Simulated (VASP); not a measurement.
Here is a VASP 6.6.1 calculation.

INCAR

```
SYSTEM = Te3WCl2
  PREC = Accurate
  ENCUT = 520
  EDIFF = 1E-6
  ISMEAR = 0
  SIGMA = 0.1
  LREAL = .False.
  LASPH = .True.
  NELM = 150
  ALGO = Normal
  ISIF = 2
  LWAVE = .False.
  LCHARG = .False.
  ISPIN = 2
  MAGMOM = -0.02 -0.02 0.26 0.32 0.07 0.07
  LORBIT = 11
  LMAXMIX = 4
  GGA = PE
  NBANDS = 36
```

The input KPOINTS:

```
Automatic mesh
0
Gamma
  6 6 2
  0 0 0
```

Contents of POSCAR:

```
Te3WCl2
1.0
    4.0886965500      0.0000000000      0.0000000000
   -2.0443482800      3.5409150800      0.0000000000
    0.0000000000      0.0000000000      9.9801934000
Te W Cl
3 1 2
Direct
    0.3333333300      0.6666666700      0.1726190000
    0.6666666700      0.3333333300      0.8273810000
    0.0000000000      0.0000000000      0.5000000000
    0.0000000000      0.0000000000      0.0000000000
    0.3333333300      0.6666666700      0.6657999800
    0.6666666700      0.3333333300      0.3342000200
```

Potentials or basis: VASP PAW PBE potentials, release 64 (Te, W_sv, Cl).

The run is started by

```console
$ cat potpaw_PBE.64/Te/POTCAR potpaw_PBE.64/W_sv/POTCAR potpaw_PBE.64/Cl/POTCAR > POTCAR
$ mpirun -np 1 vasp_std > vasp.out
```

**Question.** Estimate the largest force.

**Answer.** 3.054 eV/Å.

**Question.** Estimate the pressure.

**Answer.** 2.6 GPa.

**Question.** What does it give for the net moment?

**Answer.** 0.82 μB per cell.

Forces on the atoms (eV/Å):
```
Te   0.000  0.000 -3.054
Te   0.000  0.000  3.054
Te   0.000  0.000  0.000
W    0.000  0.000  0.000
Cl   0.000  0.000 -1.746
Cl   0.000  0.000  1.746
```

Caveat: a moment this small can come from the mesh or the smearing; forces of over 1 eV/Å act on the atoms, so gaps and moduli don't describe the material at rest.
